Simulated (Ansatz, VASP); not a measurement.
**AlN: VASP beside Ansatz**

Contents of INCAR:

```
SYSTEM = AlN
ALGO = Normal
EDIFF = 1E-6
ENCUT = 600
GGA = PS
GGA_COMPAT = .FALSE.
ISIF = 2
ISMEAR = 0
LASPH = .TRUE.
LCHARG = .FALSE.
LREAL = .FALSE.
LWAVE = .FALSE.
NBANDS = 16
NELM = 120
PREC = Accurate
SIGMA = 0.02
```

Contents of KPOINTS:

```
k-points
0
G
  6 6 4
  0 0 0
```

File POSCAR:

```
AlN
1.0
    3.1136062519      0.0000000000      0.0000000000
   -1.5568031260      2.6964621115      0.0000000000
    0.0000000000      0.0000000000      4.9831819781
Al N
2 2
Direct
    0.6666666667      0.3333333333      0.4990053221
    0.3333333333      0.6666666667      0.9990053221
    0.6666666667      0.3333333333      0.8809946779
    0.3333333333      0.6666666667      0.3809946779
```

Input for Ansatz:

```yaml
crystal:
  lattice:
    - [3.1136062519, 0.0, 0.0]
    - [-1.556803126, 2.6964621115, 0.0]
    - [0.0, 0.0, 4.9831819781]
  atoms:
    - { symbol: Al, position: [0.6666666667, 0.3333333333, 0.4990053221] }
    - { symbol: Al, position: [0.3333333333, 0.6666666667, 0.9990053221] }
    - { symbol: "N", position: [0.6666666667, 0.3333333333, 0.8809946779] }
    - { symbol: "N", position: [0.3333333333, 0.6666666667, 0.3809946779] }
basis:
  ecutwfc: 420
kpoints:
  mp_grid: { grid: [6, 6, 4] }
hamiltonian:
  xc: pbesol
  pseudopotentials: { kind: paw, azcp: { folder: soft_1 } }
scf:
  occupations: { method: gaussian, width: 0.02 }
output:
  forces: true
  stress: true
  eigenvalues: true
```

Alike in both runs: task single point; functional PBEsol; k mesh 6 × 6 × 4; occupations gaussian, width 0.02 eV; no spin polarisation.

|  | VASP | Ansatz |
| --- | --- | --- |
| version | VASP 6.6.1 | Ansatz 0.2.0 |
| potentials or method | VASP PAW PBE potentials, release 64 (Al, N), cutoff 600 eV | scalar-relativistic, plane waves, PAW |
| valence electrons in the cell | 16 | 16 |

|  | VASP | Ansatz | Ansatz less VASP |
| --- | --- | --- | --- |
| gap on the k mesh at the Fermi level (eV) | 4.11 | 4.10 | -0.016 |
| least direct gap on the mesh (eV) | 4.11 | 4.10 | -0.016 |
| pressure (GPa) | -0.2 | 0.0 | +0.16 |

VASP's potentials were made for PBE, not for PBEsol, and Ansatz warns of the same on its side. With one functional, cell and mesh, what is left measures potentials, basis and numerics.
